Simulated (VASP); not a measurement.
Wanted: the native input for a VASP 6.6.1 run.

```yaml
Task: single point
Functional: PBEsol
Dispersion: D3(BJ)
Potentials_or_basis: VASP PAW PBE potentials, release 64 (Sc_sv)
Cutoff: 520 eV
k_mesh: 6 × 6 × 6
Occupations: fermi-dirac, width 0.1 eV
Spin: no spin polarisation
Dipole_correction: no
Further_INCAR_settings: ALGO = Normal; EDIFF = 1e-06; NBANDS = 30
```

The structure of Sc lies in POSCAR:

```
Sc
1.0
   -3.1419622803      3.1419622803      2.7535236336
    3.1419622803     -3.1419622803      2.7535236336
    3.1419622803      3.1419622803     -2.7535236336
Sc
4
Direct
    0.1637304900      0.3362695100      0.5000000000
    0.6637304900      0.1637304900      0.8274609700
    0.3362695100      0.8362695100      0.1725390300
    0.8362695100      0.6637304900      0.5000000000
```

One way to write it, as run:

INCAR

```
PREC = Accurate
ENCUT = 520
EDIFF = 1E-6
ISMEAR = -1
SIGMA = 0.1
LREAL = False
LASPH = True
NELM = 80
ALGO = Normal
ISIF = 2
LWAVE = False
LCHARG = False
GGA = PS
IVDW = 12
NBANDS = 30
```

KPOINTS

```
Automatic mesh
0
Gamma
  6 6 6
```

Potentials or basis: VASP PAW PBE potentials, release 64 (Sc_sv).

Run with:

```console
$ cat potpaw_PBE.64/Sc_sv/POTCAR > POTCAR
$ mpirun -np 1 vasp_std > vasp.out
```

It gave:

```json
{
 "Pressure": "-6.0 GPa",
 "Largest force": "0.028 eV/Å",
 "Band gap on the k mesh": "zero (bands 22 and 23 overlap by 0.52 eV)",
 "Dispersion energy per atom": "-0.361 eV"
}
```

Caveat: three body term missing; the cell stands under tension; the PAW data sets were made with another functional, which shifts forces and pressure a little.

It took 79 s on 1 thread of Intel(R) Xeon(R) Platinum 8488C (Sapphire Rapids), on a shared host, peak memory 0.28 GiB.
